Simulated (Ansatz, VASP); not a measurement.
## TaN in VASP and in Ansatz

INCAR

```
ALGO = Normal ; EDIFF = 1E-7
ENCUT = 520 ; GGA = PS
ISIF = 2 ; ISMEAR = 0
LASPH = T ; LCHARG = F
LREAL = F ; LWAVE = F
NBANDS = 24 ; NELM = 80
PREC = Accurate ; SIGMA = 0.15
```

File KPOINTS:

```
k-points
0
Gamma
  18 18 8
```

File POSCAR:

```
TaN
1.0
    3.2500271850      0.0000000000      0.0000000000
   -1.6250135925      2.8146061052      0.0000000000
    0.0000000000      0.0000000000      5.5841967092
Ta N
2 2
Direct
    0.3333333333      0.6666666667      0.0301041378
    0.6666666667      0.3333333333      0.5301041378
    0.3333333333      0.6666666667      0.3548958622
    0.6666666667      0.3333333333      0.8548958622
```

Input for Ansatz:

```yaml
crystal:
  lattice:
    - [3.250027185, 0.0, 0.0]
    - [-1.6250135925, 2.8146061052, 0.0]
    - [0.0, 0.0, 5.5841967092]
  atoms:
    - { symbol: Ta, position: [0.3333333333, 0.6666666667, 0.0301041378] }
    - { symbol: Ta, position: [0.6666666667, 0.3333333333, 0.5301041378] }
    - { symbol: "N", position: [0.3333333333, 0.6666666667, 0.3548958622] }
    - { symbol: "N", position: [0.6666666667, 0.3333333333, 0.8548958622] }
basis:
  ecutwfc: 520.0
kpoints:
  mp_grid: { grid: [18, 18, 8] }
hamiltonian:
  xc: pbesol
  pseudopotentials: { kind: paw, azcp: { folder: soft_1 } }
scf:
  occupations: { method: gaussian, width: 0.15 }
output:
  forces: true
  stress: true
  eigenvalues: true
```

Alike in both runs: task single point; functional PBEsol; k mesh 18 × 18 × 8; occupations gaussian, width 0.15 eV; no spin polarisation.

```csv
,VASP,Ansatz
version,VASP 6.6.1,Ansatz 0.2.0
potentials or method,"VASP PAW PBE potentials, release 64 (Ta_pv, N), cutoff 520 eV","scalar-relativistic, plane waves, PAW"
valence electrons in the cell,32,36
```

```csv
,VASP,Ansatz,Ansatz less VASP
gap on the k mesh at the Fermi level (eV),none,none,-
pressure (GPa),13.3,12.2,-1.14
"traceless stress, the component that is largest in VASP (GPa)",40.83,39.55,-1.284
rms of the force components (eV/Å),2.178,2.094,-0.0844
```

VASP's potentials were made for PBE, not for PBEsol, and Ansatz warns of the same on its side. Atom by atom the forces differ by 0.084 eV/Å (rms over components). A gap of «none» marks a metal or a gap that the smearing closes. VASP's potentials hold 32 valence electrons a cell and Ansatz's 36, so a difference there can come from the potentials and not from the codes.

Neither program's run includes spin-orbit coupling.
